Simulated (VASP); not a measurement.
# CuSi16 (a cell with a defect) in VASP: single point with PBEsol

Aim: the single point of CuSi16 (a cell with a defect) with PBEsol.

Everything below comes from runs of VASP 6.6.1. Logs are shortened: lines on timing, memory, paths and dates and some standing lists are left out, and cuts for length are marked.

### 1 The cell of the first run

The cell holds a defect, 17 atoms: a = 7.679 Å, b = 7.679 Å, c = 7.679 Å, α = 60.00°, β = 60.00°, γ = 60.00°.

### 2 Single point, PBEsol

Contents of INCAR:

```
SYSTEM = CuSi16
ALGO = Normal ; EDIFF = 1E-7
ENCUT = 520 ; GGA = PS
ISIF = 2 ; ISMEAR = -1
LASPH = .TRUE. ; LCHARG = .TRUE.
LELF = .TRUE. ; LREAL = Auto
LVHAR = .TRUE. ; LWAVE = .FALSE.
NBANDS = 52 ; NELECT = 74.0
NELM = 100 ; PREC = Accurate
SIGMA = 0.05
```

Contents of KPOINTS:

```
k-points
0
G
  2 2 2
  0 0 0
```

Contents of POSCAR:

```
CuSi16
1.0
    0.0000000000      5.4300000000      5.4300000000
    5.4300000000      0.0000000000      5.4300000000
    5.4300000000      5.4300000000      0.0000000000
Si Cu
16 1
Direct
    0.0151132546     -0.0046204269     -0.0051772161
    0.1409638665      0.1184473626      0.1189951256
    0.0053810225      0.0066696068      0.4941425440
    0.1407592626      0.1191152274      0.6217497154
    0.0048959911      0.4936874057      0.0084297181
    0.1409618160      0.6222853285      0.1190110391
    0.0053282839      0.4945525495      0.4941669836
    0.0854119022      0.6379022723      0.6395229248
    0.5154497415     -0.0033838108     -0.0031077039
    0.6417786144      0.1197531625      0.1193614890
    0.5152995955     -0.0029375637      0.4912546532
    0.6169695980      0.1345547381      0.6245350815
    0.5154455387      0.4916890433     -0.0031021159
    0.6168714743      0.6241500221      0.1354757409
    0.4576735869      0.5141830130      0.5145889726
    0.6169132683      0.6246213397      0.6245421754
    0.8280781831      0.3898962299      0.3928417728
```

Potentials or basis: VASP PAW PBE potentials, release 64 (Si, Cu).

Started as:

```console
$ cat potpaw_PBE.64/Si/POTCAR potpaw_PBE.64/Cu/POTCAR > POTCAR
$ mpirun -np 1 vasp_std > vasp.out
```

OUTCAR:

```text
SYSTEM = CuSi16
   EDIFF = 1E-7
   ENCUT = 520
   GGA = PS
   ISIF = 2
   ISMEAR = -1
   LASPH = .TRUE.
   LREAL = Auto
   NELECT = 74.0
   NELM = 100
   PREC = Accurate

 ion  position               nearest neighbor table
   1  0.015  0.995  0.995-   4 2.34   2 2.34   6 2.34  10 2.34
   2  0.141  0.118  0.119-   1 2.34   9 2.35   3 2.35   5 2.35
   3  0.005  0.007  0.494-   8 2.33   2 2.35   4 2.36  17 2.43  12 2.44
   4  0.141  0.119  0.622-   1 2.34  11 2.35   3 2.36   7 2.36  17 2.96
   5  0.005  0.494  0.008-   8 2.33   2 2.35   6 2.35  17 2.43  14 2.43
   6  0.141  0.622  0.119-   1 2.34  13 2.35   7 2.35   5 2.35
   7  0.005  0.495  0.494-   8 2.33   6 2.35   4 2.36  17 2.43  16 2.44
   8  0.085  0.638  0.640-   3 2.33   7 2.33   5 2.33  15 2.33
   9  0.515  0.997  0.997-  10 2.33  12 2.34  14 2.34   2 2.35
  10  0.642  0.120  0.119-  11 2.33   9 2.33  13 2.33   1 2.34
  11  0.515  0.997  0.491-  10 2.33  12 2.34  16 2.34   4 2.35
  12  0.617  0.135  0.625-   9 2.34  11 2.34  15 2.39   3 2.44  17 2.54
  13  0.515  0.492  0.997-  10 2.33  16 2.34  14 2.34   6 2.35
  14  0.617  0.624  0.135-  13 2.34   9 2.34  15 2.39   5 2.43  17 2.55
  15  0.458  0.514  0.515-  17 2.32   8 2.33  14 2.39  16 2.39  12 2.39
  16  0.617  0.625  0.625-  13 2.34  11 2.34  15 2.39   7 2.44  17 2.54
  17  0.828  0.390  0.393-  15 2.32   7 2.43   3 2.43   5 2.43  16 2.54  12 2.54  14 2.55   4 2.96

  LATTYP: Found a face centered cubic cell.
 ALAT       =    10.8600000000

  Lattice vectors:

 A1 = (   0.0000000000,   5.4300000000,   5.4300000000)
 A2 = (   5.4300000000,   0.0000000000,   5.4300000000)
 A3 = (   5.4300000000,   5.4300000000,   0.0000000000)

Analysis of symmetry for initial positions (statically):
=====================================================================
 Subroutine PRICEL returns:
 Original cell was already a primitive cell.

 Routine SETGRP: Setting up the symmetry group for a
 face centered cubic supercell.

 Subroutine GETGRP returns: Found  1 space group operations
 (whereof  1 operations were pure point group operations)
 out of a pool of 48 trial point group operations.

The static configuration has the point symmetry C_1 .

Analysis of symmetry for dynamics (positions and initial velocities):
=====================================================================
 Subroutine PRICEL returns:
 Original cell was already a primitive cell.

 Routine SETGRP: Setting up the symmetry group for a
 face centered cubic supercell.

 Subroutine GETGRP returns: Found  1 space group operations
 (whereof  1 operations were pure point group operations)
 out of a pool of 48 trial point group operations.

The dynamic configuration has the point symmetry C_1 .

 Subroutine INISYM returns: Found  1 space group operations
 (whereof  1 operations are pure point group operations),
 and found     1 'primitive' translations

----------------------------------------------------------------------------------------

                                     Primitive cell

  volume of cell :     320.2060

  direct lattice vectors                    reciprocal lattice vectors
     0.000000000  5.430000000  5.430000000    -0.092081031  0.092081031  0.092081031
     5.430000000  0.000000000  5.430000000     0.092081031 -0.092081031  0.092081031
     5.430000000  5.430000000  0.000000000     0.092081031  0.092081031 -0.092081031

  length of vectors
     7.679179644  7.679179644  7.679179644     0.159489025  0.159489025  0.159489025

  position of ions in fractional coordinates (direct lattice)
     0.015113255  0.995379573  0.994822784
     0.140963867  0.118447363  0.118995126
     0.005381023  0.006669607  0.494142544
     0.140759263  0.119115227  0.621749715
     0.004895991  0.493687406  0.008429718
     0.140961816  0.622285328  0.119011039
[... 9 lines left out ...]
     0.616913268  0.624621340  0.624542175
     0.828078183  0.389896230  0.392841773

  ion indices of the primitive-cell ions
   primitive index   ion index
                 1           1
                 2           2
                 3           3
                 4           4
                 5           5
                 6           6
[... 9 lines left out ...]
                16          16
                17          17

----------------------------------------------------------------------------------------

 KPOINTS: k-points

Automatic generation of k-mesh.
 Grid dimensions read from file:
 generate k-points for:    2    2    2

 Generating k-lattice:

  Cartesian coordinates                     Fractional coordinates (reciprocal lattice)
    -0.046040516  0.046040516  0.046040516     0.500000000  0.000000000  0.000000000
     0.046040516 -0.046040516  0.046040516     0.000000000  0.500000000  0.000000000
     0.046040516  0.046040516 -0.046040516     0.000000000  0.000000000  0.500000000

  Length of vectors
     0.079744512  0.079744512  0.079744512

  Shift w.r.t. Gamma in fractional coordinates (k-lattice)
     0.000000000  0.000000000  0.000000000

 Subroutine IBZKPT returns following result:
 ===========================================

 Found      8 irreducible k-points:

 Following reciprocal coordinates:
            Coordinates               Weight
  0.000000  0.000000  0.000000      1.000000
  0.500000  0.000000  0.000000      1.000000
  0.000000  0.500000  0.000000      1.000000
  0.000000  0.000000  0.500000      1.000000
  0.500000  0.500000  0.500000      1.000000
  0.500000  0.500000  0.000000      1.000000
  0.000000  0.500000  0.500000      1.000000
  0.500000  0.000000  0.500000      1.000000
   k-points           NKPTS =      8   k-points in BZ     NKDIM =      8   number of bands    NBANDS=     52
   number of dos      NEDOS =    301   number of ions     NIONS =     17
   total plane-waves  NPLWV = 216000
   dimension x,y,z NGX =    60 NGY =   60 NGZ =   60
   dimension x,y,z NGXF=   120 NGYF=  120 NGZF=  120
   ions per type =              16   1
   NGX,Y,Z   is equivalent  to a cutoff of  12.99, 12.99, 12.99 a.u.
   NGXF,Y,Z  is equivalent  to a cutoff of  25.98, 25.98, 25.98 a.u.
 SYSTEM =  CuSi16
   PREC   = accura    normal or accurate (medium, high low for compatibility)
   ISTART =      0    job   : 0-new  1-cont  2-samecut
   ICHARG =      2    charge: 1-file 2-atom 10-const
   ISPIN  =      1    spin polarized calculation?
   LNONCOLLINEAR =      F non collinear calculations
   LSORBIT =      F    spin-orbit coupling
   LASPH  =      T    aspherical Exc in radial PAW
   ENCUT  =  520.0 eV  38.22 Ry    6.18 a.u.  14.28 14.28 14.28*2*pi/ulx,y,z
   NELM   =    100;   NELMIN=  2; NELMDL= -5     # of ELM steps
   EDIFF  = 0.1E-06   stopping-criterion for ELM
   LREAL  =      T    real-space projection
   EDIFFG = 0.1E-05   stopping-criterion for IOM
   NSW    =      0    number of steps for IOM
   IBRION =     -1    ionic relax: 0-MD 1-quasi-New 2-CG
   NFREE  =      0    steps in history (QN), initial steepest desc. (CG)
   ISIF   =      2    stress and relaxation
   ISYM   =      2    0-nonsym 1-usesym 2-fastsym
   POTIM  = 0.5000    time-step for ionic-motion
   TEBEG  =    0.0;   TEEND  =   0.0 temperature during run
   PSTRESS=    0.0 pullay stress
   NELECT =      74.0000    total number of electrons
   NUPDOWN=      -1.0000    fix difference up-down
   EMIN   =  10.00;   EMAX   =-10.00  energy-range for DOS
   EFERMI =   0.00;   METHOD = LEGACY
   ISMEAR =    -1;   SIGMA  =   0.05  broadening in eV -4-tet -1-fermi 0-gaus
   EFERMI_NEDOS =   21; number of points for ismear=-14 and -15
   IALGO  =     38    algorithm
   IMIX   =      4    mixing-type and parameters
     AMIX     =   0.40;   BMIX     =  1.00
     AMIX_MAG =   1.60;   BMIX_MAG =  1.00
  volume/ion in A,a.u.               =      18.84       127.11
  Fermi-wavevector in a.u.,A,eV,Ry     =   1.004636  1.898488 13.732283  1.009294
  Thomas-Fermi vector in A             =   2.137265
   LORBIT       =      0    0 simple, 1 ext, 2 COOP (PROOUT), +10 PAW based schemes
   GGA     = PS    functional components
   LHFCALC =     F    Hartree Fock is set to
   AEXX    =    0.0000 exact exchange contribution
   IVDW    =     0    specifies the selected vdW correction
   LEPSILON=     F    determine dielectric tensor
   LRPA    =     F    only Hartree local field effects (RPA)
 non-spin polarized calculation
  energy-cutoff  :      520.00
  volume of cell :      320.21
 maximum number of plane-waves:      8646
 NGX is ok and might be reduce to    60
   NGX = 29   NGY = 29   NGZ = 29

 number of electron      73.9999999 magnetization

 Free energy of the ion-electron system (eV)
  ---------------------------------------------------
  ext. energy  EPLUGINS =         0.00000000
  ---------------------------------------------------
  free energy    TOTEN  =      -100.08139752 eV

  energy without entropy =     -100.07724270  energy(sigma->0) =     -100.07932011

 E-fermi :   6.3543     XC(G=0):  -9.7561

 val. band max:        6.1547448006   @ k =   0.0000   0.0000   0.0000
 cond. band min:       6.5256845116   @ k =   0.0000   0.0000   0.0000
 fundamental gap:      0.3709397110
 Fermi energy:         6.3542855150

 k-point     1 :       0.0000    0.0000    0.0000
  band No.  band energies     occupation
      1      -5.9703      2.00000
      2      -3.6154      2.00000
      3      -3.5481      2.00000
      4      -3.5278      2.00000
      5      -3.5262      2.00000
      6      -2.1104      2.00000
[... 41 lines left out ...]
     48       8.3440      0.00000
     49       8.6716      0.00000

 k-point     2 :       0.5000    0.0000    0.0000
  band No.  band energies     occupation
      1      -5.2620      2.00000
      2      -5.0541      2.00000
      3      -3.3973      2.00000
      4      -3.2425      2.00000
      5      -3.2403      2.00000
      6      -3.0888      2.00000
[... 41 lines left out ...]
     48       9.6852      0.00000
     49       9.6933      0.00000

 k-point     3 :       0.0000    0.5000    0.0000
  band No.  band energies     occupation
      1      -5.3044      2.00000
      2      -4.9991      2.00000
      3      -3.3676      2.00000
      4      -3.3211      2.00000
      5      -3.2246      2.00000
      6      -3.0883      2.00000
[... 41 lines left out ...]
     48       9.7211      0.00000
     49       9.8554      0.00000

 k-point     4 :       0.0000    0.0000    0.5000
  band No.  band energies     occupation
      1      -5.3056      2.00000
      2      -4.9974      2.00000
      3      -3.3675      2.00000
      4      -3.3202      2.00000
      5      -3.2260      2.00000
      6      -3.0881      2.00000
[... 41 lines left out ...]
     48       9.7222      0.00000
     49       9.8504      0.00000

 k-point     5 :       0.5000    0.5000    0.5000
  band No.  band energies     occupation
      1      -5.3044      2.00000
      2      -4.9990      2.00000
      3      -3.3677      2.00000
      4      -3.3210      2.00000
      5      -3.2246      2.00000
      6      -3.0883      2.00000
[... 41 lines left out ...]
     48       9.7211      0.00000
     49       9.8552      0.00000

 k-point     6 :       0.5000    0.5000    0.0000
  band No.  band energies     occupation
      1      -5.0146      2.00000
      2      -4.7845      2.00000
      3      -3.9366      2.00000
      4      -3.8429      2.00000
      5      -3.8101      2.00000
      6      -3.7889      2.00000
[... 41 lines left out ...]
     48      10.3693      0.00000
     49      10.3729      0.00000

 k-point     7 :       0.0000    0.5000    0.5000
  band No.  band energies     occupation
      1      -5.0145      2.00000
      2      -4.7846      2.00000
      3      -3.9366      2.00000
      4      -3.8428      2.00000
      5      -3.8101      2.00000
      6      -3.7889      2.00000
[... 41 lines left out ...]
     48      10.3693      0.00000
     49      10.3727      0.00000

 k-point     8 :       0.5000    0.0000    0.5000
  band No.  band energies     occupation
      1      -5.0137      2.00000
      2      -4.7857      2.00000
      3      -3.9371      2.00000
      4      -3.8417      2.00000
      5      -3.8111      2.00000
      6      -3.7881      2.00000
[... 41 lines left out ...]
     48      10.3676      0.00000
     49      10.3741      0.00000
 [bands above 49 left out]

------------------------ aborting loop because EDIFF is reached ----------------------------------------

  FORCE on cell =-STRESS in cart. coord.  units (eV):
  Direction    XX          YY          ZZ          XY          YZ          ZX
  --------------------------------------------------------------------------------------
  -------------------------------------------------------------------------------------
  Total       -5.8065429     -5.8652390     -5.8069345     -0.3066597      0.3085501     -0.3068394
  in kB      -29.0535189    -29.3472097    -29.0554782     -1.5343974      1.5438558     -1.5352962
  external PRESSURE =     -29.1520689 kB  Pullay stress =       0.0000000 kB

 VOLUME and BASIS-vectors are now :
 -----------------------------------------------------------------------------
  energy-cutoff  :      520.00
  volume of cell :      320.21
      direct lattice vectors                 reciprocal lattice vectors
     0.000000000  5.430000000  5.430000000    -0.092081031  0.092081031  0.092081031
     5.430000000  0.000000000  5.430000000     0.092081031 -0.092081031  0.092081031
     5.430000000  5.430000000  0.000000000     0.092081031  0.092081031 -0.092081031

 POSITION                                       TOTAL-FORCE (eV/Angst)
 -----------------------------------------------------------------------------------
     10.80680      5.48395      5.48698        -0.000619      0.003254      0.000231
      1.28931      1.41158      1.40860         0.002272     -0.005210     -0.000695
      2.71941      2.71241      0.06543         0.002718      0.004010     -0.013330
      4.02290      4.14042      1.41112        -0.002029     -0.002603      0.001132
      2.72650      0.07236      2.70731        -0.003140     -0.008098      0.003173
      4.02524      1.41165      4.14443        -0.000057     -0.005306     -0.002693
[... 9 lines left out ...]
      6.78296      6.74110      6.74153        -0.001829     -0.002594      0.005142
      4.25027      6.62960      6.61360        -0.007994      0.002604      0.008100
 -----------------------------------------------------------------------------------
    total drift:                                0.002944     -0.007615     -0.003185

  FREE ENERGIE OF THE ION-ELECTRON SYSTEM (eV)
  ---------------------------------------------------
  free  energy   TOTEN  =      -100.0813975198 eV

  energy  without entropy=     -100.0772427010  energy(sigma->0) =     -100.07932011
```

Wall time 11 min (1 thread of Intel Xeon 8259CL, shared host); peak memory 0.5 GiB.

What came out:

```
Free energy   : -100.0814 eV
Largest force : 0.014 eV/Å
```

Forces in eV/Å, atoms in the order of the input:
```
Si  -0.001  0.003  0.000
Si   0.002 -0.005 -0.001
Si   0.003  0.004 -0.013
Si  -0.002 -0.003  0.001
Si  -0.003 -0.008  0.003
Si   0.000 -0.005 -0.003
Si   0.013  0.005 -0.002
Si  -0.001  0.000 -0.001
Si  -0.002  0.001 -0.003
Si   0.003 -0.003 -0.002
Si   0.001  0.006 -0.001
Si  -0.005 -0.003  0.003
Si   0.003  0.002  0.002
Si  -0.007 -0.002  0.008
Si   0.005  0.007 -0.005
Si  -0.002 -0.003  0.005
Cu  -0.008  0.003  0.008
```

Caveat: the k points lie up to 0.50 Å⁻¹ apart; the cell carries a net charge on a neutralising background, which shifts energy and pressure; the cell is charged against a uniform background, so pressure and absolute levels hang on convention; the PAW data sets were made with another functional, which shifts forces and pressure a little.
